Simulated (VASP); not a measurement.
# TiN (Fm-3m) in VASP: notebook

The runs below take TiN through single point, relaxation of cell and atoms, with PBE.

All numbers are computed with VASP 6.6.1; they aren't measurements. Logs are shortened: lines on timing, memory, paths and dates and some standing lists are left out, and cuts for length are marked.

## 1. The cell of the first run

The structure is cubic, space group Fm-3m (No. 225). Conventional cell: a = 4.248 Å, b = 4.248 Å, c = 4.248 Å, α = 90.00°, β = 90.00°, γ = 90.00°. Ti (site symmetry m-3m) has 6 N at 2.12 Å within 2.8 Å. Within 2.8 Å of N (site symmetry m-3m) lie 6 Ti at 2.12 Å.

## 2. Single point, PBE

INCAR

```
ALGO = Normal
EDIFF = 1E-6
ENCUT = 520
GGA = PE
ISIF = 2
ISMEAR = 0
LASPH = T
LCHARG = T
LELF = T
LREAL = F
LVHAR = T
LWAVE = F
NBANDS = 16
NELM = 80
PREC = Accurate
SIGMA = 0.1
```

KPOINTS

```
k-points
0
Gamma
  8 8 8
```

POSCAR

```
TiN
1.0
    0.0000000000      2.1239028606      2.1239028606
    2.1239028606      0.0000000000      2.1239028606
    2.1239028606      2.1239028606      0.0000000000
Ti N
1 1
Direct
    0.5000000000      0.5000000000      0.5000000000
    0.0000000000      0.0000000000      0.0000000000
```

Potentials or basis: VASP PAW PBE potentials, release 64 (Ti_sv, N).

Command:

```bash
$ cat potpaw_PBE.64/Ti_sv/POTCAR potpaw_PBE.64/N/POTCAR > POTCAR
$ mpirun -np 1 vasp_std > vasp.out
```

OUTCAR:

```text
EDIFF = 1E-6
   ENCUT = 520
   GGA = PE
   ISIF = 2
   ISMEAR = 0
   LASPH = T
   LREAL = F
   NELM = 80
   PREC = Accurate

 ion  position               nearest neighbor table
   1  0.500  0.500  0.500-   2 2.12   2 2.12   2 2.12   2 2.12   2 2.12   2 2.12
   2  0.000  0.000  0.000-   1 2.12   1 2.12   1 2.12   1 2.12   1 2.12   1 2.12

  LATTYP: Found a face centered cubic cell.
 ALAT       =     4.2478057212

  Lattice vectors:

 A1 = (   0.0000000000,   2.1239028606,   2.1239028606)
 A2 = (   2.1239028606,   0.0000000000,   2.1239028606)
 A3 = (   2.1239028606,   2.1239028606,   0.0000000000)

Analysis of symmetry for initial positions (statically):
=====================================================================
 Subroutine PRICEL returns:
 Original cell was already a primitive cell.

 Routine SETGRP: Setting up the symmetry group for a
 face centered cubic supercell.

 Subroutine GETGRP returns: Found 48 space group operations
 (whereof 48 operations were pure point group operations)
 out of a pool of 48 trial point group operations.

The static configuration has the point symmetry O_h .

Analysis of symmetry for dynamics (positions and initial velocities):
=====================================================================
 Subroutine PRICEL returns:
 Original cell was already a primitive cell.

 Routine SETGRP: Setting up the symmetry group for a
 face centered cubic supercell.

 Subroutine GETGRP returns: Found 48 space group operations
 (whereof 48 operations were pure point group operations)
 out of a pool of 48 trial point group operations.

The dynamic configuration has the point symmetry O_h .

 Subroutine INISYM returns: Found 48 space group operations
 (whereof 48 operations are pure point group operations),
 and found     1 'primitive' translations

----------------------------------------------------------------------------------------

                                     Primitive cell

  volume of cell :      19.1617

  direct lattice vectors                    reciprocal lattice vectors
     0.000000000  2.123902861  2.123902861    -0.235415663  0.235415663  0.235415663
     2.123902861  0.000000000  2.123902861     0.235415663 -0.235415663  0.235415663
     2.123902861  2.123902861  0.000000000     0.235415663  0.235415663 -0.235415663

  length of vectors
     3.003652231  3.003652231  3.003652231     0.407751889  0.407751889  0.407751889
[... 80 lines left out ...]
   NELM   =     80;   NELMIN=  2; NELMDL= -5     # of ELM steps
   EDIFF  = 0.1E-05   stopping-criterion for ELM
   LREAL  =      F    real-space projection
   EDIFFG = 0.1E-04   stopping-criterion for IOM
   NSW    =      0    number of steps for IOM
   IBRION =     -1    ionic relax: 0-MD 1-quasi-New 2-CG
   NFREE  =      0    steps in history (QN), initial steepest desc. (CG)
   ISIF   =      2    stress and relaxation
   ISYM   =      2    0-nonsym 1-usesym 2-fastsym
   POTIM  = 0.5000    time-step for ionic-motion
   TEBEG  =    0.0;   TEEND  =   0.0 temperature during run
   PSTRESS=    0.0 pullay stress
   NELECT =      17.0000    total number of electrons
   NUPDOWN=      -1.0000    fix difference up-down
   EMIN   =  10.00;   EMAX   =-10.00  energy-range for DOS
   EFERMI =   0.00;   METHOD = LEGACY
   ISMEAR =     0;   SIGMA  =   0.10  broadening in eV -4-tet -1-fermi 0-gaus
   EFERMI_NEDOS =   21; number of points for ismear=-14 and -15
   IALGO  =     38    algorithm
   IMIX   =      4    mixing-type and parameters
     AMIX     =   0.40;   BMIX     =  1.00
     AMIX_MAG =   1.60;   BMIX_MAG =  1.00
  volume/ion in A,a.u.               =       9.58        64.65
  Fermi-wavevector in a.u.,A,eV,Ry     =   1.573064  2.972661 33.668044  2.474531
  Thomas-Fermi vector in A             =   2.674405
   LORBIT       =      0    0 simple, 1 ext, 2 COOP (PROOUT), +10 PAW based schemes
   GGA     = PE    functional components
   LHFCALC =     F    Hartree Fock is set to
   AEXX    =    0.0000 exact exchange contribution
   IVDW    =     0    specifies the selected vdW correction
   LEPSILON=     F    determine dielectric tensor
   LRPA    =     F    only Hartree local field effects (RPA)
 non-spin polarized calculation
 Gauss-broadening in eV      SIGMA  =   0.10
  energy-cutoff  :      520.00
  volume of cell :       19.16
 maximum number of plane-waves:       534
 NGX is ok and might be reduce to    24
   NGX = 11   NGY = 11   NGZ = 11

 number of electron      17.0000002 magnetization

 Free energy of the ion-electron system (eV)
  ---------------------------------------------------
  ext. energy  EPLUGINS =         0.00000000
  ---------------------------------------------------
  free energy    TOTEN  =       -19.62795970 eV

  energy without entropy =      -19.61937507  energy(sigma->0) =      -19.62366739

 E-fermi :  11.4085     XC(G=0): -12.9958

 val. band max:       11.3699856768   @ k =   0.1250   0.0000   0.0000
 cond. band min:      11.4086328496   @ k =   0.3750   0.1250   0.0000
 fundamental gap:      0.0386471729
 Fermi energy:        11.4085175935

 k-point     1 :       0.0000    0.0000    0.0000
  band No.  band energies     occupation
      1     -46.4754      2.00000
      2     -22.4587      2.00000
      3     -22.4587      2.00000
      4     -22.4587      2.00000
      5      -5.6898      2.00000
      6       9.3459      2.00000
[... 433 lines left out ...]
      3     -22.6702      2.00000
      4     -22.5667      2.00000
      5      -3.5457      2.00000
      6       4.2860      2.00000
[... 8 lines left out ...]
     15      24.1413      0.00000
     16      25.0565      0.00000

 [... further k-points ...]

------------------------ aborting loop because EDIFF is reached ----------------------------------------

  FORCE on cell =-STRESS in cart. coord.  units (eV):
  Direction    XX          YY          ZZ          XY          YZ          ZX
  --------------------------------------------------------------------------------------
  -------------------------------------------------------------------------------------
  Total        0.0543273      0.0543273      0.0543273     -0.0000000     -0.0000000      0.0000000
  in kB        4.5425018      4.5425018      4.5425018     -0.0000000     -0.0000000      0.0000000
  external PRESSURE =       4.5425018 kB  Pullay stress =       0.0000000 kB

 VOLUME and BASIS-vectors are now :
 -----------------------------------------------------------------------------
  energy-cutoff  :      520.00
  volume of cell :       19.16
      direct lattice vectors                 reciprocal lattice vectors
     0.000000000  2.123902861  2.123902861    -0.235415663  0.235415663  0.235415663
     2.123902861  0.000000000  2.123902861     0.235415663 -0.235415663  0.235415663
     2.123902861  2.123902861  0.000000000     0.235415663  0.235415663 -0.235415663

 POSITION                                       TOTAL-FORCE (eV/Angst)
 -----------------------------------------------------------------------------------
      2.12390      2.12390      2.12390         0.000000     -0.000000     -0.000000
      0.00000      0.00000      0.00000        -0.000000      0.000000      0.000000
 -----------------------------------------------------------------------------------
    total drift:                                0.000000     -0.000000      0.000000

  FREE ENERGIE OF THE ION-ELECTRON SYSTEM (eV)
  ---------------------------------------------------
  free  energy   TOTEN  =       -19.6279596998 eV

  energy  without entropy=      -19.6193750723  energy(sigma->0) =      -19.62366739
```

Run time: 8.6 s. Hardware: 1 thread of Intel Xeon Platinum 8488C (Sapphire Rapids), shared host; peak memory 0.14 GiB.

What came out:

| Item | Value |
| --- | --- |
| Free energy | -19.6280 eV |
| Pressure | 0.5 GPa |

## 3. Relaxation of cell and atoms, PBE

This run uses another cell than the first one, of 10.70 Å³/atom, 1.117 times its volume.

INCAR

```
PREC     = Accurate       # precision mode
ENCUT    = 600            # plane-wave cutoff, eV
EDIFF    = 1E-7           # SCF threshold, eV
ISMEAR   = 0              # smearing method
SIGMA    = 0.1            # smearing width, eV
LREAL    = False          # projectors in reciprocal space
LASPH    = True           # aspherical terms in the spheres
NELM     = 80             # most SCF steps
ALGO     = Normal         # electronic algorithm
ISIF     = 3              # what is computed and relaxed
LWAVE    = False          # write WAVECAR
LCHARG   = False          # write CHGCAR
GGA      = PE             # functional
IBRION   = 2              # ionic algorithm
NSW      = 80             # ionic steps
EDIFFG   = -0.05          # ionic threshold
```

KPOINTS

```
regular mesh
0
Gamma
  8 8 8
```

POSCAR

```
TiN
1.0
    0.0000000000      2.2036833895      2.2036833895
    2.2036833895      0.0000000000      2.2036833895
    2.2036833895      2.2036833895      0.0000000000
Ti N
1 1
Direct
    0.5000000000      0.5000000000      0.5000000000
    0.0000000000      0.0000000000      0.0000000000
```

Potentials or basis: VASP PAW PBE potentials, release 64 (Ti_sv, N).

Command:

```bash
$ cat potpaw_PBE.64/Ti_sv/POTCAR potpaw_PBE.64/N/POTCAR > POTCAR
$ mpirun -np 1 vasp_std > vasp.out
```

Wall time 38 s (1 thread of Intel Xeon Platinum 8488C (Sapphire Rapids), shared host); peak memory 0.17 GiB.

It converged, with:

| Property | Result |
| --- | --- |
| Free energy | -19.6341 eV |
| Relaxed volume | 9.60 Å³/atom |
| Relaxed cell | a = 3.005 Å, b = 3.005 Å, c = 3.005 Å, α = 60.00°, β = 60.00°, γ = 60.00° |
| Space group after relaxing (to 0.05 Å) | Fm-3m (No. 225) |
| Energy gained by relaxing | 91.3 meV/atom |
| Ionic steps | 4 |
| Pressure after relaxing | -0.1 GPa |

Step by step:
| step | energy change (eV) | largest force (eV/Å) | pressure (GPa) | volume (Å³) |
| --- | --- | --- | --- | --- |
| 1 | 0.0000 | 0.0000 | -23.95 | 21.40 |
| 2 | 0.1327 | 0.0000 | 47.94 | 16.82 |
| 3 | -0.1824 | 0.0000 | -0.91 | 19.25 |
| 4 | -0.1825 | 0.0000 | -0.15 | 19.19 |

Final structure:
```
Ti N
1.0
     0.00000    2.12507    2.12507
     2.12507    0.00000    2.12507
     2.12507    2.12507    0.00000
Ti N
1 1
Direct
  0.50000 0.50000 0.50000
  0.00000 0.00000 0.00000
```

Levels at points of the mesh, in eV from the Fermi level:
```tsv
k point	band 5	band 6	band 7	band 8	band 9	band 10	band 11	band 12
(0.00, 0.00, 0.00)	-17.09	-2.06	-2.06	-2.06	-0.62	-0.62	-0.62	0.56
(0.50, 0.00, 0.00)	-14.66	-8.06	-5.47	-5.47	1.65	1.65	2.32	5.67
(0.50, 0.50, 0.00)	-15.68	-5.84	-3.25	-3.25	-3.05	1.61	2.35	2.35
```

## 4. Single point, PBE, collinear spin, ferromagnetic start

This run uses another cell than the first one, of 10.70 Å³/atom, 1.117 times its volume.

INCAR

```
SYSTEM = TiN
PREC = Accurate ; ENCUT = 520
EDIFF = 1E-6 ; ISMEAR = 0
SIGMA = 0.1 ; LREAL = .False.
LASPH = .True. ; NELM = 150
ALGO = Normal ; ISIF = 2
LWAVE = .False. ; LCHARG = .False.
ISPIN = 2 ; MAGMOM = 1 0
LORBIT = 11 ; LMAXMIX = 4
GGA = PE ; NBANDS = 20
```

KPOINTS

```
regular mesh
0
Gamma
  8 8 8
  0 0 0
```

POSCAR is that of step 3.

Command:

```bash
$ cat potpaw_PBE.64/Ti_sv/POTCAR potpaw_PBE.64/N/POTCAR > POTCAR
$ mpirun -np 1 vasp_std > vasp.out
```

Wall time 16 s (1 thread of Intel Xeon Platinum 8488C (Sapphire Rapids), shared host); peak memory 0.16 GiB.

It converged, with:

```yaml
Free_energy: -19.4498 eV
Pressure: -23.8 GPa
Net_moment: 0.00 μB per cell
Valence_electrons_inside_the_program's_atomic_spheres: Ti 10.19; N 3.67
```

Levels at points of the mesh, in eV from the Fermi level:
Spin up:
| k point | band 5 | band 6 | band 7 | band 8 | band 9 | band 10 | band 11 | band 12 | band 13 | band 14 |
| --- | --- | --- | --- | --- | --- | --- | --- | --- | --- | --- |
| (0.00, 0.00, 0.00) | -16.39 | -1.89 | -1.89 | -1.89 | -0.53 | -0.53 | -0.53 | 0.47 | 0.47 | 4.19 |
| (0.50, 0.00, 0.00) | -14.40 | -7.37 | -4.89 | -4.89 | 1.38 | 1.38 | 1.94 | 4.88 | 4.88 | 5.53 |
| (0.50, 0.50, 0.00) | -15.07 | -5.51 | -3.04 | -3.04 | -2.60 | 1.36 | 1.96 | 1.96 | 2.82 | 9.18 |
Spin down:
| k point | band 6 | band 7 | band 8 | band 9 | band 10 | band 11 | band 12 | band 13 |
| --- | --- | --- | --- | --- | --- | --- | --- | --- |
| (0.00, 0.00, 0.00) | -1.89 | -1.89 | -1.89 | -0.53 | -0.53 | -0.53 | 0.47 | 0.47 |
| (0.50, 0.00, 0.00) | -7.37 | -4.89 | -4.89 | 1.38 | 1.38 | 1.94 | 4.88 | 4.88 |
| (0.50, 0.50, 0.00) | -5.51 | -3.04 | -3.04 | -2.60 | 1.36 | 1.96 | 1.96 | 2.82 |

## 5. The runs side by side

| task | spin | cell | cutoff (eV) | gap on the mesh (eV) | pressure (GPa) |
| --- | --- | --- | --- | --- | --- |
| single point | off | a = 3.004 Å, angles 60.0°, 2 atoms | 520 | none | 0.5 |
| relaxation of cell and atoms | off | relaxed from a = 3.116 Å, angles 60.0°, 2 atoms | 600 | none | -0.1 |
| single point | collinear, ferromagnetic start | a = 3.116 Å, angles 60.0°, 2 atoms | 520 | none | -23.8 |

Alike in all rows: level PBE; potentials or basis VASP PAW PBE potentials, release 64 (Ti_sv, N); k mesh 8 × 8 × 8; smearing gaussian 0.1 eV.

Absolute energies hang on the potentials; compare differences alone.
